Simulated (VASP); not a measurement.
Set up this calculation in VASP 6.6.1, as the native input.

```yaml
Task: single point
Functional: PBE
Potentials_or_basis: VASP PAW PBE potentials, release 64 (Ag)
Cutoff: 520 eV
k_mesh: 13 × 13 × 13
Occupations: methfessel-paxton, width 0.03 eV
Spin: no spin polarisation
Dipole_correction: no
Further_INCAR_settings: ALGO = Normal; EDIFF = 1e-06; NBANDS = 12
```

The structure of Ag lies in POSCAR:

```
Ag
1.0
    0.0000000000      2.0734381516      2.0734381516
    2.0734381516      0.0000000000      2.0734381516
    2.0734381516      2.0734381516      0.0000000000
Ag
1
Direct
    0.0000000000      0.0000000000      0.0000000000
```

The input as run:

INCAR

```
SYSTEM = Ag
PREC = Accurate ; ENCUT = 520
EDIFF = 1E-6 ; ISMEAR = 1
SIGMA = 0.03 ; LREAL = .FALSE.
LASPH = .TRUE. ; NELM = 80
ALGO = Normal ; ISIF = 2
LWAVE = .FALSE. ; LCHARG = .FALSE.
GGA = PE ; NBANDS = 12
```

KPOINTS

```
Automatic mesh
0
G
  13 13 13
  0 0 0
```

Potentials or basis: VASP PAW PBE potentials, release 64 (Ag).

The run is started by

```bash
$ cat potpaw_PBE.64/Ag/POTCAR > POTCAR
$ mpirun -np 1 vasp_std > vasp.out
```

It gave:

```json
{
 "Pressure": "-0.3 GPa"
}
```

It took 6 s on 1 thread of Intel(R) Xeon(R) 6975P-C (Granite Rapids) (shared host), peak memory 0.15 GiB.
